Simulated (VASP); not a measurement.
Here is a VASP 6.6.1 calculation.

INCAR

```
SYSTEM = KLaZrNbO6
PREC = Accurate
ENCUT = 520
EDIFF = 1E-6
ISMEAR = -1
SIGMA = 0.1
LREAL = .False.
LASPH = .True.
NELM = 100
ALGO = Normal
ISIF = 2
LWAVE = .False.
LCHARG = .False.
GGA = PE
NBANDS = 52
```

KPOINTS

```
Automatic mesh
0
Gamma
  6 6 6
  0 0 0
```

File POSCAR:

```
KLaZrNbO6
1.0
    0.0000000000      4.1060170901      4.1060170901
    4.1060170901      0.0000000000      4.1060170901
    4.1060170901      4.1060170901      0.0000000000
K La Zr Nb O
1 1 1 1 6
Direct
    0.2500000000      0.2500000000      0.2500000000
    0.7500000000      0.7500000000      0.7500000000
    0.5000000000      0.5000000000      0.5000000000
    0.0000000000      0.0000000000      0.0000000000
    0.7547834826      0.2452165174      0.2452165174
    0.2452165174      0.7547834826      0.7547834826
    0.7547834826      0.7547834826      0.2452165174
    0.2452165174      0.2452165174      0.7547834826
    0.2452165174      0.7547834826      0.2452165174
    0.7547834826      0.2452165174      0.7547834826
```

Potentials or basis: VASP PAW PBE potentials, release 64 (K_sv, La, Zr_sv, Nb_sv, O).

The run is started by

```console
$ cat potpaw_PBE.64/K_sv/POTCAR potpaw_PBE.64/La/POTCAR potpaw_PBE.64/Zr_sv/POTCAR potpaw_PBE.64/Nb_sv/POTCAR potpaw_PBE.64/O/POTCAR > POTCAR
$ mpirun -np 1 vasp_std > vasp.out
```

Q: Estimate the pressure.

A: -0.1 GPa.

Q: Predict the largest force.

A: 0.045 eV/Å.

Forces in eV/Å, atoms in the order of the input:
```
K    0.000  0.000  0.000
La   0.000  0.000  0.000
Zr   0.000  0.000  0.000
Nb   0.000  0.000  0.000
O   -0.045  0.000  0.000
O    0.045  0.000  0.000
O    0.000  0.000  0.045
O    0.000  0.000 -0.045
O    0.000 -0.045  0.000
O    0.000  0.045  0.000
```

Caveat: an odd number of electrons without spin polarisation forces a metal; a magnetic or distorted state may lie lower.
